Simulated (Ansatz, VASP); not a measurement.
BP3 in VASP and in Ansatz

```
B P
1.0
     3.69316    0.00000    0.00000
     0.00000    3.69316    0.00000
     0.00000    0.00000    3.69316
B P
1 3
Direct
  0.00000 0.00000 0.00000
  0.00000 0.50000 0.50000
  0.50000 0.00000 0.50000
  0.50000 0.50000 0.00000
```

Alike in both runs: functional PBE; k mesh 6 × 6 × 6; occupations gaussian, width 0.1 eV; no spin polarisation.

Ansatz relaxed the structure, and its values are those at the end. VASP's run is a single point on that final structure, the one shown.

|  | VASP | Ansatz |
| --- | --- | --- |
| version | VASP 6.6.1 | Ansatz 0.2.0 |
| potentials or method | VASP PAW PBE potentials, release 64 (B, P), cutoff 520 eV | scalar-relativistic, plane waves, PAW |
| valence electrons in the cell | 18 | 18 |

VASP gave:

- gap on the k mesh at the Fermi level (eV): none
- pressure (GPa): -0.5

Question: What did Ansatz give for the same quantities?

Answer: gap on the k mesh at the Fermi level (eV): none; pressure (GPa): -0.3.

A gap of «none» marks a metal or a gap that the smearing closes.
